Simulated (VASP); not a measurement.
# Ga (Im-3m) in VASP: single point with PBEsol

Aim: the single point of Ga with PBEsol.

Program: VASP 6.6.1. These are calculated values, not measurements. Logs are shortened: lines on timing, memory, paths and dates and some standing lists are left out, and cuts for length are marked.

## 1. The cell of the first run

It takes space group Im-3m (No. 229, cubic). Conventional cell: a = 3.655 Å, b = 3.655 Å, c = 3.655 Å, α = 90.00°, β = 90.00°, γ = 90.00°. Ga (site symmetry m-3m) has 14 Ga at 3.17 to 3.66 Å within 4.2 Å.

## 2. Single point, PBEsol (Tl replaced by Ga, lengths x 0.905, strained)

The input, INCAR:

```
SYSTEM = Ga
PREC = Accurate
ENCUT = 520
EDIFF = 1E-7
ISMEAR = 0
SIGMA = 0.1
LREAL = .FALSE.
LASPH = .TRUE.
NELM = 100
ALGO = Normal
ISIF = 2
LWAVE = .FALSE.
LCHARG = .FALSE.
GGA = PS
NBANDS = 12
```

The input, KPOINTS:

```
Automatic mesh
0
G
  16 16 16
  0 0 0
```

The input, POSCAR:

```
Ga
1.0
   -1.8275222327      1.8275222327      1.8275222327
    1.8275222327     -1.8275222327      1.8275222327
    1.8275222327      1.8275222327     -1.8275222327
Ga
1
Direct
    0.0000000000      0.0000000000      0.0000000000
```

Potentials or basis: VASP PAW PBE potentials, release 64 (Ga_d).

Launch:

```sh
cat potpaw_PBE.64/Ga_d/POTCAR > POTCAR
mpirun -np 1 vasp_std > vasp.out
```

OUTCAR:

```text
SYSTEM = Ga
   PREC = Accurate
   ENCUT = 520
   EDIFF = 1E-7
   ISMEAR = 0
   LREAL = .FALSE.
   LASPH = .TRUE.
   NELM = 100
   ISIF = 2
   GGA = PS

 ion  position               nearest neighbor table
   1  0.000  0.000  0.000-

  LATTYP: Found a body centered cubic cell.
 ALAT       =     3.6550444654

  Lattice vectors:

 A1 = (  -1.8275222327,   1.8275222327,   1.8275222327)
 A2 = (   1.8275222327,  -1.8275222327,   1.8275222327)
 A3 = (   1.8275222327,   1.8275222327,  -1.8275222327)

Analysis of symmetry for initial positions (statically):
=====================================================================
 Subroutine PRICEL returns:
 Original cell was already a primitive cell.

 Routine SETGRP: Setting up the symmetry group for a
 body centered cubic supercell.

 Subroutine GETGRP returns: Found 48 space group operations
 (whereof 48 operations were pure point group operations)
 out of a pool of 48 trial point group operations.

The static configuration has the point symmetry O_h .

Analysis of symmetry for dynamics (positions and initial velocities):
=====================================================================
 Subroutine PRICEL returns:
 Original cell was already a primitive cell.

 Routine SETGRP: Setting up the symmetry group for a
 body centered cubic supercell.

 Subroutine GETGRP returns: Found 48 space group operations
 (whereof 48 operations were pure point group operations)
 out of a pool of 48 trial point group operations.

The dynamic configuration has the point symmetry O_h .

 Subroutine INISYM returns: Found 48 space group operations
 (whereof 48 operations are pure point group operations),
 and found     1 'primitive' translations

----------------------------------------------------------------------------------------

                                     Primitive cell

  volume of cell :      24.4145

  direct lattice vectors                    reciprocal lattice vectors
    -1.827522233  1.827522233  1.827522233     0.000000000  0.273594483  0.273594483
     1.827522233 -1.827522233  1.827522233     0.273594483  0.000000000  0.273594483
     1.827522233  1.827522233 -1.827522233     0.273594483  0.273594483  0.000000000

  length of vectors
     3.165361359  3.165361359  3.165361359     0.386921028  0.386921028  0.386921028

  position of ions in fractional coordinates (direct lattice)
     0.000000000  0.000000000  0.000000000

  ion indices of the primitive-cell ions
   primitive index   ion index
                 1           1

----------------------------------------------------------------------------------------

 KPOINTS: Automatic mesh

Automatic generation of k-mesh.
 Grid dimensions read from file:
 generate k-points for:   16   16   16

 Generating k-lattice:

  Cartesian coordinates                     Fractional coordinates (reciprocal lattice)
     0.000000000  0.017099655  0.017099655     0.062500000  0.000000000  0.000000000
     0.017099655  0.000000000  0.017099655     0.000000000  0.062500000  0.000000000
     0.017099655  0.017099655  0.000000000     0.000000000  0.000000000  0.062500000

  Length of vectors
     0.024182564  0.024182564  0.024182564

  Shift w.r.t. Gamma in fractional coordinates (k-lattice)
     0.000000000  0.000000000  0.000000000

 Subroutine IBZKPT returns following result:
 ===========================================

 Found    145 irreducible k-points:

 Following reciprocal coordinates:
            Coordinates               Weight
  0.000000  0.000000  0.000000      1.000000
  0.062500  0.000000  0.000000     12.000000
  0.125000  0.000000  0.000000     12.000000
  0.187500  0.000000  0.000000     12.000000
  0.250000  0.000000  0.000000     12.000000
  0.312500  0.000000  0.000000     12.000000
[... 16 lines left out ...]
  0.187500  0.187500  0.000000     24.000000
  0.250000  0.187500  0.000000     48.000000
 [... further k-points ...]
   k-points           NKPTS =    145   k-points in BZ     NKDIM =    145   number of bands    NBANDS=     12
   number of dos      NEDOS =    301   number of ions     NIONS =      1
   total plane-waves  NPLWV =  13824
   dimension x,y,z NGX =    24 NGY =   24 NGZ =   24
   dimension x,y,z NGXF=    48 NGYF=   48 NGZF=   48
   ions per type =               1
   NGX,Y,Z   is equivalent  to a cutoff of  12.60, 12.60, 12.60 a.u.
   NGXF,Y,Z  is equivalent  to a cutoff of  25.21, 25.21, 25.21 a.u.
 SYSTEM =  Ga
   PREC   = accura    normal or accurate (medium, high low for compatibility)
   ISTART =      0    job   : 0-new  1-cont  2-samecut
   ICHARG =      2    charge: 1-file 2-atom 10-const
   ISPIN  =      1    spin polarized calculation?
   LNONCOLLINEAR =      F non collinear calculations
   LSORBIT =      F    spin-orbit coupling
   LASPH  =      T    aspherical Exc in radial PAW
   ENCUT  =  520.0 eV  38.22 Ry    6.18 a.u.   5.89  5.89  5.89*2*pi/ulx,y,z
   NELM   =    100;   NELMIN=  2; NELMDL= -5     # of ELM steps
   EDIFF  = 0.1E-06   stopping-criterion for ELM
   LREAL  =      F    real-space projection
   EDIFFG = 0.1E-05   stopping-criterion for IOM
   NSW    =      0    number of steps for IOM
   IBRION =     -1    ionic relax: 0-MD 1-quasi-New 2-CG
   NFREE  =      0    steps in history (QN), initial steepest desc. (CG)
   ISIF   =      2    stress and relaxation
   ISYM   =      2    0-nonsym 1-usesym 2-fastsym
   POTIM  = 0.5000    time-step for ionic-motion
   TEBEG  =    0.0;   TEEND  =   0.0 temperature during run
   PSTRESS=    0.0 pullay stress
   NELECT =      13.0000    total number of electrons
   NUPDOWN=      -1.0000    fix difference up-down
   EMIN   =  10.00;   EMAX   =-10.00  energy-range for DOS
   EFERMI =   0.00;   METHOD = LEGACY
   ISMEAR =     0;   SIGMA  =   0.10  broadening in eV -4-tet -1-fermi 0-gaus
   EFERMI_NEDOS =   21; number of points for ismear=-14 and -15
   IALGO  =     38    algorithm
   IMIX   =      4    mixing-type and parameters
     AMIX     =   0.40;   BMIX     =  1.00
     AMIX_MAG =   1.60;   BMIX_MAG =  1.00
  volume/ion in A,a.u.               =      24.41       164.76
  Fermi-wavevector in a.u.,A,eV,Ry     =   1.326905  2.507488 23.955476  1.760678
  Thomas-Fermi vector in A             =   2.456257
   LORBIT       =      0    0 simple, 1 ext, 2 COOP (PROOUT), +10 PAW based schemes
   GGA     = PS    functional components
   LHFCALC =     F    Hartree Fock is set to
   AEXX    =    0.0000 exact exchange contribution
   IVDW    =     0    specifies the selected vdW correction
   LEPSILON=     F    determine dielectric tensor
   LRPA    =     F    only Hartree local field effects (RPA)
 non-spin polarized calculation
 Gauss-broadening in eV      SIGMA  =   0.10
  energy-cutoff  :      520.00
  volume of cell :       24.41
 maximum number of plane-waves:       682
   NGX = 11   NGY = 11   NGZ = 11

 number of electron      13.0000015 magnetization

 Free energy of the ion-electron system (eV)
  ---------------------------------------------------
  ext. energy  EPLUGINS =         0.00000000
  ---------------------------------------------------
  free energy    TOTEN  =        -3.08286013 eV

  energy without entropy =       -3.08080313  energy(sigma->0) =       -3.08183163

 E-fermi :   3.3163     XC(G=0):  -9.9273

 val. band max:        3.2785983424   @ k =  -0.3750  -0.3750   0.0625
 cond. band min:       3.3526726621   @ k =  -0.3750   0.3750   0.1250
 fundamental gap:      0.0740743197
 Fermi energy:         3.3162599878

 k-point     1 :       0.0000    0.0000    0.0000
  band No.  band energies     occupation
      1     -11.4286      2.00000
      2     -11.4286      2.00000
      3     -11.4286      2.00000
      4     -11.3291      2.00000
      5     -11.3291      2.00000
      6      -6.0009      2.00000
      7      13.0692      0.00000
      8      13.0692      0.00000
      9      13.0692      0.00000
     10      18.1096      0.00000
     11      18.1096      0.00000
     12      18.1096      0.00000

 k-point     2 :       0.0625    0.0000    0.0000
  band No.  band energies     occupation
      1     -11.4301      2.00000
      2     -11.4271      2.00000
      3     -11.4226      2.00000
      4     -11.3307      2.00000
      5     -11.3292      2.00000
      6      -5.9137      2.00000
      7      12.3374      0.00000
      8      12.7387      0.00000
      9      12.9737      0.00000
     10      17.2483      0.00000
     11      17.3331      0.00000
     12      18.6249      0.00000

 k-point     3 :       0.1250    0.0000    0.0000
  band No.  band energies     occupation
      1     -11.4345      2.00000
      2     -11.4234      2.00000
      3     -11.4056      2.00000
      4     -11.3349      2.00000
      5     -11.3293      2.00000
      6      -5.6518      2.00000
      7      10.6654      0.00000
      8      12.0027      0.00000
      9      12.7006      0.00000
     10      16.0391      0.00000
     11      16.3288      0.00000
     12      18.2628      0.00000
[... 286 lines left out ...]
 k-point    23 :       0.1875    0.1875    0.0000
  band No.  band energies     occupation
      1     -11.4458      2.00000
      2     -11.4167      2.00000
      3     -11.3468      2.00000
      4     -11.3378      2.00000
      5     -11.3205      2.00000
      6      -3.6483      2.00000
      7       5.6115      0.00000
      8       7.2571      0.00000
      9      10.4931      0.00000
     10      15.2414      0.00000
     11      16.1380      0.00000
     12      19.4118      0.00000

 k-point    24 :       0.2500    0.1875    0.0000
  band No.  band energies     occupation
      1     -11.4494      2.00000
      2     -11.4134      2.00000
      3     -11.3445      2.00000
      4     -11.3391      2.00000
      5     -11.3070      2.00000
      6      -2.7949      2.00000
      7       4.2157      0.00000
      8       6.3160      0.00000
      9      10.0661      0.00000
     10      15.0868      0.00000
     11      16.5736      0.00000
     12      19.5362      0.00000

 [... further k-points ...]

------------------------ aborting loop because EDIFF is reached ----------------------------------------

  FORCE on cell =-STRESS in cart. coord.  units (eV):
  Direction    XX          YY          ZZ          XY          YZ          ZX
  --------------------------------------------------------------------------------------
  -------------------------------------------------------------------------------------
  Total       -1.2993193     -1.2993193     -1.2993193      0.0000000     -0.0000000      0.0000000
  in kB      -85.2665089    -85.2665089    -85.2665089      0.0000000     -0.0000000      0.0000000
  external PRESSURE =     -85.2665089 kB  Pullay stress =       0.0000000 kB

 VOLUME and BASIS-vectors are now :
 -----------------------------------------------------------------------------
  energy-cutoff  :      520.00
  volume of cell :       24.41
      direct lattice vectors                 reciprocal lattice vectors
    -1.827522233  1.827522233  1.827522233     0.000000000  0.273594483  0.273594483
     1.827522233 -1.827522233  1.827522233     0.273594483  0.000000000  0.273594483
     1.827522233  1.827522233 -1.827522233     0.273594483  0.273594483  0.000000000

 POSITION                                       TOTAL-FORCE (eV/Angst)
 -----------------------------------------------------------------------------------
      0.00000      0.00000      0.00000        -0.000000     -0.000000      0.000000
 -----------------------------------------------------------------------------------
    total drift:                               -0.000000      0.000000     -0.000000

  FREE ENERGIE OF THE ION-ELECTRON SYSTEM (eV)
  ---------------------------------------------------
  free  energy   TOTEN  =        -3.0828601338 eV

  energy  without entropy=       -3.0808031324  energy(sigma->0) =       -3.08183163
```

It took 18 s on 1 thread of Intel Xeon Platinum 8259CL at 2.50GHz (Skylake/Cascade Lake), shared host; peak memory 0.16 GiB.

Results:

```yaml
Free_energy: -3.0829 eV
Pressure: -8.5 GPa
```

Levels at points of the mesh, in eV from the Fermi level:
```tsv
k point	band 3	band 4	band 5	band 6	band 7	band 8	band 9	band 10
(0.00, 0.00, 0.00)	-14.74	-14.65	-14.65	-9.32	9.75	9.75	9.75	14.79
(0.50, 0.00, 0.00)	-14.65	-14.65	-14.58	-4.45	-2.70	5.67	7.55	9.72
(0.50, 0.50, 0.50)	-14.60	-14.60	-14.60	-0.43	1.51	1.51	1.51	5.47
```

Caveat: the cell differs from its parent crystal (Tl replaced by Ga, lengths x 0.905, strained); the PAW data sets were made with another functional, which shifts forces and pressure a little.
